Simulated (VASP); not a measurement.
Input of a VASP 6.6.1 run:

INCAR

```
PREC = Accurate
ENCUT = 520
EDIFF = 1E-6
ISMEAR = -1
SIGMA = 0.1
LREAL = F
LASPH = T
NELM = 80
ALGO = Normal
ISIF = 2
LWAVE = F
LCHARG = F
GGA = PS
NBANDS = 13
```

KPOINTS

```
Automatic mesh
0
Gamma
  19 19 19
```

File POSCAR:

```
W
1.0
   -1.5769517519      1.5769517519      1.5769517519
    1.5769517519     -1.5769517519      1.5769517519
    1.5769517519      1.5769517519     -1.5769517519
W
1
Direct
    0.0000000000      0.0000000000      0.0000000000
```

Potentials or basis: VASP PAW PBE potentials, release 64 (W_sv).

Command:

```bash
$ cat potpaw_PBE.64/W_sv/POTCAR > POTCAR
$ mpirun -np 1 vasp_std > vasp.out
```

**Question.** Estimate the band gap on the k mesh.

**Answer.** Zero (band 7 reaches 16.33 eV, above the bottom of band 8 at 10.18 eV).

**Question.** Estimate the pressure.

**Answer.** 0.6 GPa.

Caveat: the PAW data sets were made with another functional, which shifts forces and pressure a little; spin-orbit coupling is left out, which moves the levels of the heavy elements.
